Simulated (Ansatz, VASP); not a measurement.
# Two plane-wave programs on SnO

The input INCAR:

```
ALGO     = Normal         # electronic algorithm
EDIFF    = 1E-6           # SCF threshold, eV
ENCUT    = 520            # plane-wave cutoff, eV
GGA      = PE             # functional
ISIF     = 2              # what is computed and relaxed
ISMEAR   = 0              # smearing method
LASPH    = True           # aspherical terms in the spheres
LCHARG   = False          # write CHGCAR
LREAL    = False          # projectors in reciprocal space
LWAVE    = False          # write WAVECAR
NBANDS   = 28             # bands
NELM     = 100            # most SCF steps
PREC     = Accurate       # precision mode
SIGMA    = 0.05           # smearing width, eV
```

KPOINTS

```
k-points
0
Gamma
  10 10 8
```

The input POSCAR:

```
SnO
1.0
    3.8681707514      0.0000000000      0.0000000000
    0.0000000000      3.8681707514      0.0000000000
    0.0000000000      0.0000000000      5.0672768981
Sn O
2 2
Direct
    0.0319902338      0.5319902338      0.2287361932
    0.4680097662     -0.0319902338      0.7712638068
   -0.0033509022      0.0033509022      0.0000000000
    0.5033509022      0.4966490978      0.0000000000
```

Input for Ansatz:

```yaml
crystal:
  lattice:
    - [3.8681707514, 0.0, 0.0]
    - [0.0, 3.8681707514, 0.0]
    - [0.0, 0.0, 5.0672768981]
  atoms:
    - { symbol: Sn, position: [0.0319902338, 0.5319902338, 0.2287361932] }
    - { symbol: Sn, position: [0.4680097662, -0.0319902338, 0.7712638068] }
    - { symbol: O, position: [-0.0033509022, 0.0033509022, 0.0] }
    - { symbol: O, position: [0.5033509022, 0.4966490978, 0.0] }
basis:
  ecutwfc: 420
kpoints:
  mp_grid: { grid: [10, 10, 8] }
hamiltonian:
  xc: pbe
scf:
  occupations: { method: gaussian, width: 0.05 }
output:
  forces: true
  stress: true
  eigenvalues: true
```

Change from the starting cell: mode 4 (104.6 1/cm) frozen in, largest displacement +0.175 Å.

Alike in both runs: task single point; functional PBE; k mesh 10 × 10 × 8; occupations gaussian, width 0.05 eV; no spin polarisation.

|  | VASP | Ansatz |
| --- | --- | --- |
| version | VASP 6.6.1 | Ansatz 0.2.0 |
| potentials or method | VASP PAW PBE potentials, release 64 (Sn_d, O), cutoff 520 eV | scalar-relativistic, plane waves, PAW |
| valence electrons in the cell | 40 | 40 |

```tsv
	VASP	Ansatz	Ansatz less VASP
gap on the k mesh at the Fermi level (eV)	0.55	0.54	-0.009
least direct gap on the mesh (eV)	1.86	1.89	+0.028
pressure (GPa)	1.5	1.3	-0.19
traceless stress, the component that is largest in VASP (GPa)	-2.64	-2.53	+0.106
rms of the force components (eV/Å)	0.391	0.369	-0.0227
```

Atom by atom the forces differ by 0.037 eV/Å (rms over components). With one functional, cell and mesh, what is left measures potentials, basis and numerics.
